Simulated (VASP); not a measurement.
# ZnCu (P2/m) in VASP: notebook

ZnCu is run at these levels: PBE; tasks: single point.

All numbers are computed with VASP 6.6.1; they aren't measurements. Logs are shortened: lines on timing, memory, paths and dates and some standing lists are left out, and cuts for length are marked.

### Step 1. The cell of the first run

It takes space group P2/m (No. 10, monoclinic). The conventional cell has a = 2.754 Å, b = 2.754 Å, c = 3.436 Å, α = 90.00°, β = 91.72°, γ = 90.00°. Zn (site symmetry 2/m) has 8 Cu at 2.57 to 2.62 Å and 6 Zn at 2.75 to 3.44 Å within 3.5 Å. Within 3.5 Å of Cu (site symmetry 2/m) lie 8 Zn at 2.57 to 2.62 Å and 6 Cu at 2.75 to 3.44 Å.

### Step 2. Single point, PBE (shear of c along a, cell held: -3.0 %)

INCAR reads:

```
ALGO = Fast
EDIFF = 1E-6
ENCUT = 520
GGA = PE
ISIF = 2
ISMEAR = 0
LASPH = True
LCHARG = True
LELF = True
LREAL = False
LVHAR = True
LWAVE = False
NBANDS = 18
NELM = 100
PREC = Accurate
SIGMA = 0.1
```

KPOINTS reads:

```
k-points
0
Gamma
  16 16 12
```

POSCAR reads:

```
ZnCu
1.0
    2.7538924571      0.0000000000      0.0000000000
    0.0000000000      2.7538924571      0.0000000000
   -0.1030224148      0.0000000000      3.4340804939
Zn Cu
1 1
Direct
    0.5000000000      0.5000000000      0.5000000000
    0.0000000000      0.0000000000      0.0000000000
```

Potentials or basis: VASP PAW PBE potentials, release 64 (Zn, Cu).

Started as:

```
$ cat potpaw_PBE.64/Zn/POTCAR potpaw_PBE.64/Cu/POTCAR > POTCAR
$ mpirun -np 1 vasp_std > vasp.out
```

OUTCAR:

```text
EDIFF = 1E-6
   ENCUT = 520
   GGA = PE
   ISIF = 2
   ISMEAR = 0
   LASPH = True
   LREAL = False
   NELM = 100
   PREC = Accurate

 ion  position               nearest neighbor table
   1  0.500  0.500  0.500-   2 2.57   2 2.57   2 2.57   2 2.57   2 2.62   2 2.62   2 2.62   2 2.62

   2  0.000  0.000  0.000-   1 2.57   1 2.57   1 2.57   1 2.57   1 2.62   1 2.62   1 2.62   1 2.62

  LATTYP: Found a simple monoclinic cell.
 ALAT       =     2.7538924571
 B/A-ratio  =     1.0000000000
 C/A-ratio  =     1.2475525229
 COS(beta)  =    -0.0299865091

  Lattice vectors:

 A1 = (   2.7538924571,   0.0000000000,   0.0000000000)
 A2 = (   0.0000000000,   2.7538924571,   0.0000000000)
 A3 = (  -0.1030224148,   0.0000000000,   3.4340804939)

Analysis of symmetry for initial positions (statically):
=====================================================================
 Subroutine PRICEL returns:
 Original cell was already a primitive cell.

 Routine SETGRP: Setting up the symmetry group for a
 simple monoclinic supercell.

 Subroutine GETGRP returns: Found  4 space group operations
 (whereof  4 operations were pure point group operations)
 out of a pool of  4 trial point group operations.

The static configuration has the point symmetry C_2h.

Analysis of symmetry for dynamics (positions and initial velocities):
=====================================================================
 Subroutine PRICEL returns:
 Original cell was already a primitive cell.

 Routine SETGRP: Setting up the symmetry group for a
 simple monoclinic supercell.

 Subroutine GETGRP returns: Found  4 space group operations
 (whereof  4 operations were pure point group operations)
 out of a pool of  4 trial point group operations.

The dynamic configuration has the point symmetry C_2h.

 Subroutine INISYM returns: Found  4 space group operations
 (whereof  4 operations are pure point group operations),
 and found     1 'primitive' translations

----------------------------------------------------------------------------------------

                                     Primitive cell

  volume of cell :      26.0438

  direct lattice vectors                    reciprocal lattice vectors
     2.753892457  0.000000000  0.000000000     0.363122386  0.000000000  0.010893672
     0.000000000  2.753892457  0.000000000     0.000000000  0.363122386  0.000000000
    -0.103022415  0.000000000  3.434080494     0.000000000  0.000000000  0.291198765

  length of vectors
     2.753892457  2.753892457  3.435625483     0.363285754  0.363122386  0.291198765

  position of ions in fractional coordinates (direct lattice)
     0.500000000  0.500000000  0.500000000
     0.000000000  0.000000000  0.000000000

  ion indices of the primitive-cell ions
   primitive index   ion index
                 1           1
                 2           2

----------------------------------------------------------------------------------------

 KPOINTS: k-points

Automatic generation of k-mesh.
 Grid dimensions read from file:
 generate k-points for:   16   16   12

 Generating k-lattice:

  Cartesian coordinates                     Fractional coordinates (reciprocal lattice)
     0.022695149  0.000000000  0.000680854     0.062500000  0.000000000  0.000000000
     0.000000000  0.022695149  0.000000000     0.000000000  0.062500000  0.000000000
     0.000000000  0.000000000  0.024266564     0.000000000  0.000000000  0.083333333

  Length of vectors
     0.022705360  0.022695149  0.024266564

  Shift w.r.t. Gamma in fractional coordinates (k-lattice)
     0.000000000  0.000000000  0.000000000

 Subroutine IBZKPT returns following result:
 ===========================================

 Found    882 irreducible k-points:

 Following reciprocal coordinates:
            Coordinates               Weight
  0.000000  0.000000  0.000000      1.000000
  0.062500  0.000000 -0.000000      2.000000
  0.125000  0.000000 -0.000000      2.000000
  0.187500  0.000000  0.000000      2.000000
  0.250000  0.000000 -0.000000      2.000000
  0.312500  0.000000 -0.000000      2.000000
[... 16 lines left out ...]
  0.250000  0.125000 -0.000000      4.000000
  0.312500  0.125000 -0.000000      4.000000
 [... further k-points ...]
   k-points           NKPTS =    882   k-points in BZ     NKDIM =    882   number of bands    NBANDS=     18
   number of dos      NEDOS =    301   number of ions     NIONS =      2
   total plane-waves  NPLWV =  11200
   dimension x,y,z NGX =    20 NGY =   20 NGZ =   28
   dimension x,y,z NGXF=    40 NGYF=   40 NGZF=   56
   ions per type =               1   1
   NGX,Y,Z   is equivalent  to a cutoff of  12.07, 12.07, 13.55 a.u.
   NGXF,Y,Z  is equivalent  to a cutoff of  24.15, 24.15, 27.10 a.u.
 SYSTEM =  unknown system
   PREC   = accura    normal or accurate (medium, high low for compatibility)
   ISTART =      0    job   : 0-new  1-cont  2-samecut
   ICHARG =      2    charge: 1-file 2-atom 10-const
   ISPIN  =      1    spin polarized calculation?
   LNONCOLLINEAR =      F non collinear calculations
   LSORBIT =      F    spin-orbit coupling
   LASPH  =      T    aspherical Exc in radial PAW
   ENCUT  =  520.0 eV  38.22 Ry    6.18 a.u.   5.12  5.12  6.39*2*pi/ulx,y,z
   NELM   =    100;   NELMIN=  2; NELMDL= -5     # of ELM steps
   EDIFF  = 0.1E-05   stopping-criterion for ELM
   LREAL  =      F    real-space projection
   EDIFFG = 0.1E-04   stopping-criterion for IOM
   NSW    =      0    number of steps for IOM
   IBRION =     -1    ionic relax: 0-MD 1-quasi-New 2-CG
   NFREE  =      0    steps in history (QN), initial steepest desc. (CG)
   ISIF   =      2    stress and relaxation
   ISYM   =      2    0-nonsym 1-usesym 2-fastsym
   POTIM  = 0.5000    time-step for ionic-motion
   TEBEG  =    0.0;   TEEND  =   0.0 temperature during run
   PSTRESS=    0.0 pullay stress
   NELECT =      23.0000    total number of electrons
   NUPDOWN=      -1.0000    fix difference up-down
   EMIN   =  10.00;   EMAX   =-10.00  energy-range for DOS
   EFERMI =   0.00;   METHOD = LEGACY
   ISMEAR =     0;   SIGMA  =   0.10  broadening in eV -4-tet -1-fermi 0-gaus
   EFERMI_NEDOS =   21; number of points for ismear=-14 and -15
   IALGO  =     68    algorithm
   IMIX   =      4    mixing-type and parameters
     AMIX     =   0.40;   BMIX     =  1.00
     AMIX_MAG =   1.60;   BMIX_MAG =  1.00
  volume/ion in A,a.u.               =      13.02        87.88
  Fermi-wavevector in a.u.,A,eV,Ry     =   1.570662  2.968120 33.565273  2.466978
  Thomas-Fermi vector in A             =   2.672362
   LORBIT       =      0    0 simple, 1 ext, 2 COOP (PROOUT), +10 PAW based schemes
   GGA     = PE    functional components
   LHFCALC =     F    Hartree Fock is set to
   AEXX    =    0.0000 exact exchange contribution
   IVDW    =     0    specifies the selected vdW correction
   LEPSILON=     F    determine dielectric tensor
   LRPA    =     F    only Hartree local field effects (RPA)
 non-spin polarized calculation
 RMM-DIIS sequential band-by-band and
 Gauss-broadening in eV      SIGMA  =   0.10
  energy-cutoff  :      520.00
  volume of cell :       26.04
 maximum number of plane-waves:       718
   NGX = 11   NGY = 11   NGZ = 13

 number of electron      22.9999957 magnetization

 Free energy of the ion-electron system (eV)
  ---------------------------------------------------
  ext. energy  EPLUGINS =         0.00000000
  ---------------------------------------------------
  free energy    TOTEN  =        -5.00387927 eV

  energy without entropy =       -5.00120886  energy(sigma->0) =       -5.00254407

 E-fermi :   5.3350     XC(G=0): -12.2914

 val. band max:        5.3344089731   @ k =   0.0625   0.0625   0.1667
 cond. band min:       5.3402991427   @ k =   0.2500   0.4375   0.2500
 fundamental gap:      0.0058901696
 Fermi energy:         5.3349877966

 k-point     1 :       0.0000    0.0000    0.0000
  band No.  band energies     occupation
      1      -4.8492      2.00000
      2      -2.5532      2.00000
      3      -2.4736      2.00000
      4      -1.8116      2.00000
      5      -1.8098      2.00000
      6      -1.6176      2.00000
[... 10 lines left out ...]
     17      20.2893      0.00000
     18      26.3695      0.00000

 k-point     2 :       0.0625    0.0000   -0.0000
  band No.  band energies     occupation
      1      -4.7679      2.00000
      2      -2.5379      2.00000
      3      -2.4578      2.00000
      4      -1.8250      2.00000
      5      -1.8078      2.00000
      6      -1.6279      2.00000
[... 10 lines left out ...]
     17      20.9604      0.00000
     18      25.3349      0.00000

 k-point     3 :       0.1250    0.0000   -0.0000
  band No.  band energies     occupation
      1      -4.5265      2.00000
      2      -2.4980      2.00000
      3      -2.4069      2.00000
      4      -1.8681      2.00000
      5      -1.7968      2.00000
      6      -1.6572      2.00000
[... 10 lines left out ...]
     17      22.9180      0.00000
     18      23.5730      0.00000

 k-point     4 :       0.1875    0.0000    0.0000
  band No.  band energies     occupation
      1      -4.1338      2.00000
      2      -2.4448      2.00000
      3      -2.3164      2.00000
      4      -1.9316      2.00000
      5      -1.7808      2.00000
      6      -1.7002      2.00000
[... 375 lines left out ...]
      4      -1.9303      2.00000
      5      -1.8440      2.00000
      6      -1.7343      2.00000
[... 10 lines left out ...]
     17      23.0045      0.00000
     18      23.3656      0.00000

 k-point    23 :       0.2500    0.1250   -0.0000
  band No.  band energies     occupation
      1      -3.3275      2.00000
      2      -2.3077      2.00000
      3      -2.1737      2.00000
      4      -2.0065      2.00000
      5      -1.8329      2.00000
      6      -1.7565      2.00000
[... 10 lines left out ...]
     17      21.6498      0.00000
     18      23.1638      0.00000

 k-point    24 :       0.3125    0.1250   -0.0000
  band No.  band energies     occupation
      1      -2.8081      2.00000
      2      -2.2517      2.00000
      3      -2.0861      2.00000
      4      -2.0537      2.00000
      5      -1.8194      2.00000
      6      -1.6546      2.00000
[... 10 lines left out ...]
     17      20.0047      0.00000
     18      21.4658      0.00000

 [... further k-points ...]
[... 5 lines left out ...]
  --------------------------------------------------------------------------------------
  -------------------------------------------------------------------------------------
  Total        0.1776112      0.2124215      0.0687056      0.0000000      0.0000000      0.3704522
  in kB       10.9263858     13.0678677      4.2266697      0.0000000      0.0000000     22.7896829
  external PRESSURE =       9.4069744 kB  Pullay stress =       0.0000000 kB

 VOLUME and BASIS-vectors are now :
 -----------------------------------------------------------------------------
  energy-cutoff  :      520.00
  volume of cell :       26.04
      direct lattice vectors                 reciprocal lattice vectors
     2.753892457  0.000000000  0.000000000     0.363122386  0.000000000  0.010893672
     0.000000000  2.753892457  0.000000000     0.000000000  0.363122386  0.000000000
    -0.103022415  0.000000000  3.434080494     0.000000000  0.000000000  0.291198765

 POSITION                                       TOTAL-FORCE (eV/Angst)
 -----------------------------------------------------------------------------------
      1.32544      1.37695      1.71704        -0.000000      0.000000      0.000000
      0.00000      0.00000      0.00000         0.000000      0.000000      0.000000
 -----------------------------------------------------------------------------------
    total drift:                               -0.000000      0.000000      0.000000

  FREE ENERGIE OF THE ION-ELECTRON SYSTEM (eV)
  ---------------------------------------------------
  free  energy   TOTEN  =        -5.0038792713 eV

  energy  without entropy=       -5.0012088623  energy(sigma->0) =       -5.00254407
```

It took 4 min on 1 thread of Intel Xeon Platinum 8488C (Sapphire Rapids), shared host; peak memory 0.48 GiB.

What came out:

```
Free energy            : -5.0039 eV
Pressure               : 0.9 GPa
Band gap on the k mesh : zero (an odd number of electrons rules out a gap without spin polarisation)
```

Stress tensor (GPa, compression positive):
```
1.09 0.00 2.28
0.00 1.31 0.00
2.28 0.00 0.42
```

Levels at points of the mesh, in eV from the Fermi level:
```csv
k point,band 10,band 11,band 12,band 13,band 14,band 15
"(0.00, 0.00, 0.00)",-2.67,-2.48,1.87,6.76,8.94,8.96
"(0.50, 0.00, 0.00)",-2.98,-2.73,-1.45,8.39,8.52,9.99
"(0.00, 0.50, 0.00)",-2.97,-2.73,-1.45,8.49,8.70,9.80
"(0.50, 0.50, 0.00)",-2.15,-0.71,-0.71,3.17,3.72,10.80
"(0.00, 0.00, 0.50)",-2.94,-2.76,-2.50,12.72,12.77,13.61
"(0.50, 0.00, 0.50)",-2.55,-2.40,-1.85,1.03,1.79,16.04
"(0.00, 0.50, 0.50)",-2.54,-2.34,-1.92,1.15,1.66,15.97
"(0.50, 0.50, 0.50)",-2.15,3.90,3.97,3.98,4.21,4.55
```

Caveat: the cell differs from its parent crystal (shear of c along a, cell held: -3.0 %).

### Step 3. Single point, PBE (shear of c along a, cell held: +3.0 %)

INCAR reads:

```
PREC = Accurate ; ENCUT = 520
EDIFF = 1E-6 ; ISMEAR = 0
SIGMA = 0.1 ; LREAL = F
LASPH = T ; NELM = 60
ALGO = Fast ; ISIF = 2
LWAVE = F ; LCHARG = F
GGA = PE ; NBANDS = 18
```

KPOINTS reads:

```
Automatic mesh
0
Gamma
  16 16 12
```

POSCAR, as its differences from that of step 2:

```diff
@@ -4,3 +4,3 @@
     0.0000000000      2.7538924571      0.0000000000
-   -0.1030224148      0.0000000000      3.4340804939
+    0.1030224148      0.0000000000      3.4340804939
 Zn Cu
```

Potentials or basis: VASP PAW PBE potentials, release 64 (Zn, Cu).

Started as:

```
$ cat potpaw_PBE.64/Zn/POTCAR potpaw_PBE.64/Cu/POTCAR > POTCAR
$ mpirun -np 1 vasp_std > vasp.out
```

Run time: 3.7 min. Hardware: 1 thread of Intel Xeon Platinum 8488C (Sapphire Rapids), shared host; peak memory 0.5 GiB.

It converged, with:

```yaml
Free_energy: -5.0039 eV
Pressure: 0.9 GPa
Band_gap_on_the_k_mesh: zero (an odd number of electrons rules out a gap without spin polarisation)
```

Stress tensor (GPa, compression positive):
```
 1.10  0.00 -2.28
 0.00  1.31  0.00
-2.28  0.00  0.43
```

Levels at points of the mesh, in eV from the Fermi level:
```tsv
k point	band 10	band 11	band 12	band 13	band 14	band 15
(0.00, 0.00, 0.00)	-2.67	-2.48	1.87	6.76	8.94	8.96
(0.50, 0.00, 0.00)	-2.98	-2.73	-1.45	8.39	8.52	9.99
(0.00, 0.50, 0.00)	-2.97	-2.73	-1.45	8.49	8.70	9.80
(0.50, 0.50, 0.00)	-2.15	-0.71	-0.71	3.17	3.72	10.80
(0.00, 0.00, 0.50)	-2.94	-2.76	-2.50	12.72	12.77	13.61
(0.50, 0.00, 0.50)	-2.55	-2.40	-1.85	1.03	1.79	16.04
(0.00, 0.50, 0.50)	-2.54	-2.34	-1.92	1.15	1.66	15.97
(0.50, 0.50, 0.50)	-2.15	3.90	3.97	3.98	4.21	4.55
```

Caveat: the cell differs from its parent crystal (shear of c along a, cell held: +3.0 %).
